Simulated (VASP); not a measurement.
Set up this calculation in VASP 6.6.1, as the native input.

* Task: single point
* Functional: PBE
* Potentials or basis: VASP PAW PBE potentials, release 64 (Pb_d, O)
* Cutoff: 520 eV
* k mesh: 6 × 6 × 6
* Occupations: fermi-dirac, width 0.02 eV
* Spin: no spin polarisation
* Dipole correction: no
* Further INCAR settings: ALGO = Normal; EDIFF = 1e-06; NBANDS = 28

The structure of PbO lies in POSCAR:

```
PbO
1.0
    3.9784492919      0.0000000000      0.0000000000
    0.0000000000      3.9784492919      0.0000000000
    0.0000000000      0.0000000000      5.0093266658
Pb O
2 2
Direct
    0.0000000000      0.5000000000      0.2364092148
    0.5000000000      0.0000000000      0.7635907852
    0.5000000000      0.5000000000      0.0000000000
    0.0000000000      0.0000000000      0.0000000000
```

One way to write it, as run:

INCAR

```
SYSTEM = PbO
  PREC = Accurate
  ENCUT = 520
  EDIFF = 1E-6
  ISMEAR = -1
  SIGMA = 0.02
  LREAL = .False.
  LASPH = .True.
  NELM = 100
  ALGO = Normal
  ISIF = 2
  LWAVE = .False.
  LCHARG = .False.
  GGA = PE
  NBANDS = 28
```

KPOINTS

```
Automatic mesh
0
Gamma
  6 6 6
  0 0 0
```

Potentials or basis: VASP PAW PBE potentials, release 64 (Pb_d, O).

The run is started by

```sh
$ cat potpaw_PBE.64/Pb_d/POTCAR potpaw_PBE.64/O/POTCAR > POTCAR
$ mpirun -np 1 vasp_std > vasp.out
```

Results of the run:

| Quantity | Value |
| --- | --- |
| Pressure | 4.6 GPa |
| Largest force | 0.402 eV/Å |
| Band gap on the k mesh | 1.23 eV (least direct gap 2.28 eV) |

Caveat: the cell stands under pressure; spin-orbit coupling is left out, which moves the levels of the heavy elements.

It took 47 s on 1 thread of AMD EPYC 9R45 96-Core Processor (Zen 5) (shared host), peak memory 0.19 GiB.
